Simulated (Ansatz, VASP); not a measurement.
## One calculation of SiO2, two programs

```xyz
9
Lattice="0.0000 2.2641 -2.2641 4.5283 0.0000 0.0000 -2.2641 -4.5283 -2.2641" Properties=species:S:1:pos:R:3 pbc="T T T"
Si    0.0000   -2.2641   -2.2641
Si    2.2641    0.0000   -2.2641
Si    4.5283    2.2641   -2.2641
O     1.1321   -1.1321   -1.1321
O     3.3962    1.1321   -1.1321
O    -1.1321   -1.1321   -3.3962
O     1.1321   -1.1321   -3.3962
O     3.3962   -1.1321   -1.1321
O     1.1321    1.1321   -1.1321
```

Alike in both runs: functional r2SCAN; k mesh 8 × 8 × 8; occupations gaussian, width 0.02 eV; no spin polarisation.

Ansatz relaxed the structure, and its values are those at the end. VASP's run is a single point on that final structure, the one shown.

|  | VASP | Ansatz |
| --- | --- | --- |
| version | VASP 6.6.1 | Ansatz 0.2.0 |
| potentials or method | VASP PAW PBE potentials, release 64 (Si, O), cutoff 520 eV | scalar-relativistic, plane waves, PAW |
| valence electrons in the cell | 48 | 48 |

Ansatz gave:

* gap on the k mesh at the Fermi level (eV): 2.71
* least direct gap on the mesh (eV): 2.71
* pressure (GPa): 0.0

**Question.** Which values does VASP return?

**Answer.** gap on the k mesh at the Fermi level (eV): 2.68; least direct gap on the mesh (eV): 2.68; pressure (GPa): 0.6.

VASP's potentials were made for PBE, not for r2SCAN.
